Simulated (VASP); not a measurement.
# CdSe (CsCl type) (Pm-3m) in VASP: single point with PBE

Aim: the single point of CdSe (CsCl type) with PBE.

Everything below comes from runs of VASP 6.6.1. Logs are shortened: lines on timing, memory, paths and dates and some standing lists are left out, and cuts for length are marked.

## Step 1: The cell of the first run

It takes space group Pm-3m (No. 221, cubic). Conventional cell: a = 3.556 Å, b = 3.556 Å, c = 3.556 Å, α = 90.00°, β = 90.00°, γ = 90.00°. Cd (site symmetry m-3m) has 8 Se at 3.08 Å and 6 Cd at 3.56 Å within 4.1 Å. Se (site symmetry m-3m) has 8 Cd at 3.08 Å and 6 Se at 3.56 Å within 4.1 Å.

## Step 2: Single point, PBE

INCAR reads:

```
PREC = Accurate
ENCUT = 520
EDIFF = 1E-6
ISMEAR = -1
SIGMA = 0.05
LREAL = F
LASPH = T
NELM = 80
ALGO = Normal
ISIF = 2
LWAVE = F
LCHARG = F
GGA = PE
NBANDS = 16
```

KPOINTS reads:

```
Automatic mesh
0
Gamma
  12 12 12
```

POSCAR reads:

```
CdSe
1.0
    3.5561727750      0.0000000000      0.0000000000
    0.0000000000      3.5561727750      0.0000000000
    0.0000000000      0.0000000000      3.5561727750
Cd Se
1 1
Direct
    0.0000000000      0.0000000000      0.0000000000
    0.5000000000      0.5000000000      0.5000000000
```

Potentials or basis: VASP PAW PBE potentials, release 64 (Cd, Se).

On the command line:

```sh
cat potpaw_PBE.64/Cd/POTCAR potpaw_PBE.64/Se/POTCAR > POTCAR
mpirun -np 1 vasp_std > vasp.out
```

OUTCAR:

```text
PREC = Accurate
   ENCUT = 520
   EDIFF = 1E-6
   ISMEAR = -1
   LREAL = F
   LASPH = T
   NELM = 80
   ISIF = 2
   GGA = PE

 ion  position               nearest neighbor table
   1  0.000  0.000  0.000-   2 3.08   2 3.08   2 3.08   2 3.08   2 3.08   2 3.08   2 3.08   2 3.08

   2  0.500  0.500  0.500-   1 3.08   1 3.08   1 3.08   1 3.08   1 3.08   1 3.08   1 3.08   1 3.08

  LATTYP: Found a simple cubic cell.
 ALAT       =     3.5561727750

  Lattice vectors:

 A1 = (   3.5561727750,   0.0000000000,   0.0000000000)
 A2 = (   0.0000000000,   3.5561727750,   0.0000000000)
 A3 = (   0.0000000000,   0.0000000000,   3.5561727750)

Analysis of symmetry for initial positions (statically):
=====================================================================
 Subroutine PRICEL returns:
 Original cell was already a primitive cell.

 Routine SETGRP: Setting up the symmetry group for a
 simple cubic supercell.

 Subroutine GETGRP returns: Found 48 space group operations
 (whereof 48 operations were pure point group operations)
 out of a pool of 48 trial point group operations.

The static configuration has the point symmetry O_h .

Analysis of symmetry for dynamics (positions and initial velocities):
=====================================================================
 Subroutine PRICEL returns:
 Original cell was already a primitive cell.

 Routine SETGRP: Setting up the symmetry group for a
 simple cubic supercell.

 Subroutine GETGRP returns: Found 48 space group operations
 (whereof 48 operations were pure point group operations)
 out of a pool of 48 trial point group operations.

The dynamic configuration has the point symmetry O_h .

 Subroutine INISYM returns: Found 48 space group operations
 (whereof 48 operations are pure point group operations),
 and found     1 'primitive' translations

----------------------------------------------------------------------------------------

                                     Primitive cell

  volume of cell :      44.9727

  direct lattice vectors                    reciprocal lattice vectors
     3.556172775  0.000000000  0.000000000     0.281201185  0.000000000  0.000000000
     0.000000000  3.556172775  0.000000000     0.000000000  0.281201185  0.000000000
     0.000000000  0.000000000  3.556172775     0.000000000  0.000000000  0.281201185

  length of vectors
     3.556172775  3.556172775  3.556172775     0.281201185  0.281201185  0.281201185

  position of ions in fractional coordinates (direct lattice)
     0.000000000  0.000000000  0.000000000
     0.500000000  0.500000000  0.500000000

  ion indices of the primitive-cell ions
   primitive index   ion index
                 1           1
                 2           2

----------------------------------------------------------------------------------------

 KPOINTS: Automatic mesh

Automatic generation of k-mesh.
 Grid dimensions read from file:
 generate k-points for:   12   12   12

 Generating k-lattice:

  Cartesian coordinates                     Fractional coordinates (reciprocal lattice)
     0.023433432  0.000000000  0.000000000     0.083333333  0.000000000  0.000000000
     0.000000000  0.023433432  0.000000000     0.000000000  0.083333333  0.000000000
     0.000000000  0.000000000  0.023433432     0.000000000  0.000000000  0.083333333

  Length of vectors
     0.023433432  0.023433432  0.023433432

  Shift w.r.t. Gamma in fractional coordinates (k-lattice)
     0.000000000  0.000000000  0.000000000

 Subroutine IBZKPT returns following result:
 ===========================================

 Found     84 irreducible k-points:

 Following reciprocal coordinates:
            Coordinates               Weight
  0.000000  0.000000  0.000000      1.000000
  0.083333  0.000000  0.000000      6.000000
  0.166667  0.000000  0.000000      6.000000
  0.250000  0.000000  0.000000      6.000000
  0.333333  0.000000  0.000000      6.000000
  0.416667  0.000000  0.000000      6.000000
[... 16 lines left out ...]
  0.333333  0.333333  0.000000     12.000000
  0.416667  0.333333  0.000000     24.000000
 [... further k-points ...]
   k-points           NKPTS =     84   k-points in BZ     NKDIM =     84   number of bands    NBANDS=     16
   number of dos      NEDOS =    301   number of ions     NIONS =      2
   total plane-waves  NPLWV =  21952
   dimension x,y,z NGX =    28 NGY =   28 NGZ =   28
   dimension x,y,z NGXF=    56 NGYF=   56 NGZF=   56
   ions per type =               1   1
   NGX,Y,Z   is equivalent  to a cutoff of  13.09, 13.09, 13.09 a.u.
   NGXF,Y,Z  is equivalent  to a cutoff of  26.18, 26.18, 26.18 a.u.
 SYSTEM =  unknown system
   PREC   = accura    normal or accurate (medium, high low for compatibility)
   ISTART =      0    job   : 0-new  1-cont  2-samecut
   ICHARG =      2    charge: 1-file 2-atom 10-const
   ISPIN  =      1    spin polarized calculation?
   LNONCOLLINEAR =      F non collinear calculations
   LSORBIT =      F    spin-orbit coupling
   LASPH  =      T    aspherical Exc in radial PAW
   ENCUT  =  520.0 eV  38.22 Ry    6.18 a.u.   6.61  6.61  6.61*2*pi/ulx,y,z
   NELM   =     80;   NELMIN=  2; NELMDL= -5     # of ELM steps
   EDIFF  = 0.1E-05   stopping-criterion for ELM
   LREAL  =      F    real-space projection
   EDIFFG = 0.1E-04   stopping-criterion for IOM
   NSW    =      0    number of steps for IOM
   IBRION =     -1    ionic relax: 0-MD 1-quasi-New 2-CG
   NFREE  =      0    steps in history (QN), initial steepest desc. (CG)
   ISIF   =      2    stress and relaxation
   ISYM   =      2    0-nonsym 1-usesym 2-fastsym
   POTIM  = 0.5000    time-step for ionic-motion
   TEBEG  =    0.0;   TEEND  =   0.0 temperature during run
   PSTRESS=    0.0 pullay stress
   NELECT =      18.0000    total number of electrons
   NUPDOWN=      -1.0000    fix difference up-down
   EMIN   =  10.00;   EMAX   =-10.00  energy-range for DOS
   EFERMI =   0.00;   METHOD = LEGACY
   ISMEAR =    -1;   SIGMA  =   0.05  broadening in eV -4-tet -1-fermi 0-gaus
   EFERMI_NEDOS =   21; number of points for ismear=-14 and -15
   IALGO  =     38    algorithm
   IMIX   =      4    mixing-type and parameters
     AMIX     =   0.40;   BMIX     =  1.00
     AMIX_MAG =   1.60;   BMIX_MAG =  1.00
  volume/ion in A,a.u.               =      22.49       151.75
  Fermi-wavevector in a.u.,A,eV,Ry     =   1.206469  2.279896 19.804196  1.455567
  Thomas-Fermi vector in A             =   2.342135
   LORBIT       =      0    0 simple, 1 ext, 2 COOP (PROOUT), +10 PAW based schemes
   GGA     = PE    functional components
   LHFCALC =     F    Hartree Fock is set to
   AEXX    =    0.0000 exact exchange contribution
   IVDW    =     0    specifies the selected vdW correction
   LEPSILON=     F    determine dielectric tensor
   LRPA    =     F    only Hartree local field effects (RPA)
 non-spin polarized calculation
  energy-cutoff  :      520.00
  volume of cell :       44.97
 maximum number of plane-waves:      1233
 NGX is ok and might be reduce to    28
   NGX = 13   NGY = 13   NGZ = 13

 number of electron      17.9999988 magnetization

 Free energy of the ion-electron system (eV)
  ---------------------------------------------------
  ext. energy  EPLUGINS =         0.00000000
  ---------------------------------------------------
  free energy    TOTEN  =        -4.30541994 eV

  energy without entropy =       -4.29299685  energy(sigma->0) =       -4.29920839

 E-fermi :   3.2268     XC(G=0): -10.4106

 val. band max:        3.2181978055   @ k =   0.5000   0.4167   0.0833
 cond. band min:       3.2354611320   @ k =   0.4167   0.0000   0.0000
 fundamental gap:      0.0172633264
 Fermi energy:         3.2268429587

 k-point     1 :       0.0000    0.0000    0.0000
  band No.  band energies     occupation
      1     -10.3078      2.00000
      2      -5.4732      2.00000
      3      -5.4732      2.00000
      4      -5.0570      2.00000
      5      -5.0570      2.00000
      6      -5.0570      2.00000
[... 8 lines left out ...]
     15      13.8444      0.00000
     16      17.8775      0.00000

 k-point     2 :       0.0833    0.0000    0.0000
  band No.  band energies     occupation
      1     -10.2605      2.00000
      2      -5.4702      2.00000
      3      -5.4562      2.00000
      4      -5.0712      2.00000
      5      -5.0712      2.00000
      6      -5.0559      2.00000
[... 8 lines left out ...]
     15      13.5049      0.00000
     16      17.7989      0.00000

 k-point     3 :       0.1667    0.0000    0.0000
  band No.  band energies     occupation
      1     -10.1252      2.00000
      2      -5.4619      2.00000
      3      -5.4124      2.00000
      4      -5.1096      2.00000
      5      -5.1096      2.00000
      6      -5.0528      2.00000
[... 8 lines left out ...]
     15      13.0636      0.00000
     16      17.1247      0.00000

 k-point     4 :       0.2500    0.0000    0.0000
  band No.  band energies     occupation
      1      -9.9239      2.00000
      2      -5.4505      2.00000
      3      -5.3616      2.00000
      4      -5.1606      2.00000
      5      -5.1606      2.00000
      6      -5.0486      2.00000
[... 8 lines left out ...]
     15      13.7357      0.00000
     16      15.8994      0.00000
[... 324 lines left out ...]
 k-point    22 :       0.5000    0.2500    0.0000
  band No.  band energies     occupation
      1      -9.2486      2.00000
      2      -5.3585      2.00000
      3      -5.2195      2.00000
      4      -5.1190      2.00000
      5      -5.1130      2.00000
      6      -5.1109      2.00000
[... 8 lines left out ...]
     15      15.3331      0.00000
     16      16.8596      0.00000

 k-point    23 :       0.3333    0.3333    0.0000
  band No.  band energies     occupation
      1      -9.2985      2.00000
      2      -5.3594      2.00000
      3      -5.1745      2.00000
      4      -5.1491      2.00000
      5      -5.0974      2.00000
      6      -5.0870      2.00000
[... 8 lines left out ...]
     15      14.5020      0.00000
     16      16.3914      0.00000

 k-point    24 :       0.4167    0.3333    0.0000
  band No.  band energies     occupation
      1      -9.1901      2.00000
      2      -5.3408      2.00000
      3      -5.1909      2.00000
      4      -5.1487      2.00000
      5      -5.0378      2.00000
      6      -5.0227      2.00000
[... 8 lines left out ...]
     15      14.4824      0.00000
     16      16.7307      0.00000

 [... further k-points ...]

------------------------ aborting loop because EDIFF is reached ----------------------------------------

  FORCE on cell =-STRESS in cart. coord.  units (eV):
  Direction    XX          YY          ZZ          XY          YZ          ZX
  --------------------------------------------------------------------------------------
  -------------------------------------------------------------------------------------
  Total        0.0825374      0.0825374      0.0825374     -0.0000000     -0.0000000     -0.0000000
  in kB        2.9404444      2.9404444      2.9404444     -0.0000000     -0.0000000     -0.0000000
  external PRESSURE =       2.9404444 kB  Pullay stress =       0.0000000 kB

 VOLUME and BASIS-vectors are now :
 -----------------------------------------------------------------------------
  energy-cutoff  :      520.00
  volume of cell :       44.97
      direct lattice vectors                 reciprocal lattice vectors
     3.556172775  0.000000000  0.000000000     0.281201185  0.000000000  0.000000000
     0.000000000  3.556172775  0.000000000     0.000000000  0.281201185  0.000000000
     0.000000000  0.000000000  3.556172775     0.000000000  0.000000000  0.281201185

 POSITION                                       TOTAL-FORCE (eV/Angst)
 -----------------------------------------------------------------------------------
      0.00000      0.00000      0.00000         0.000000      0.000000      0.000000
      1.77809      1.77809      1.77809         0.000000      0.000000      0.000000
 -----------------------------------------------------------------------------------
    total drift:                               -0.000000      0.000000     -0.000000

  FREE ENERGIE OF THE ION-ELECTRON SYSTEM (eV)
  ---------------------------------------------------
  free  energy   TOTEN  =        -4.3054199393 eV

  energy  without entropy=       -4.2929968479  energy(sigma->0) =       -4.29920839
```

It took 37 s on 1 thread of Intel Xeon 6975P-C, shared host; peak memory 0.2 GiB.

Results:

```
Free energy            : -4.3054 eV
Pressure               : 0.3 GPa
Band gap on the k mesh : zero (band 9 reaches 3.41 eV, above the bottom of band 10 at 2.12 eV)
```
